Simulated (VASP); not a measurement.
Input of a VASP 6.6.1 run:

Contents of INCAR:

```
  PREC = Accurate
  ENCUT = 520
  EDIFF = 1E-6
  ISMEAR = 0
  SIGMA = 0.05
  LREAL = F
  LASPH = T
  NELM = 100
  ALGO = Normal
  ISIF = 2
  LWAVE = F
  LCHARG = F
  GGA = PS
  NBANDS = 25
```

The input KPOINTS:

```
regular mesh
0
Gamma
  10 10 6
```

Contents of POSCAR:

```
HgP
1.0
    3.7392975937      0.0000000000      0.0000000000
   -1.8696487969      3.2383267085      0.0000000000
    0.0000000000      0.0000000000      6.8896006259
Hg P
2 2
Direct
    0.0000000000      0.0000000000      0.0000000000
    0.0000000000      0.0000000000      0.5000000000
    0.3333333333      0.6666666667      0.2500000000
    0.6666666667      0.3333333333      0.7500000000
```

Potentials or basis: VASP PAW PBE potentials, release 64 (Hg, P).

Command:

```bash
$ cat potpaw_PBE.64/Hg/POTCAR potpaw_PBE.64/P/POTCAR > POTCAR
$ mpirun -np 1 vasp_std > vasp.out
```

Q: What does it give for the band gap on the k mesh?

A: Zero (band 17 reaches 5.39 eV, above the bottom of band 18 at 2.80 eV).

Q: Estimate the pressure.

A: -2.5 GPa.

Caveat: the PAW data sets were made with another functional, which shifts forces and pressure a little; spin-orbit coupling is left out, which moves the levels of the heavy elements.
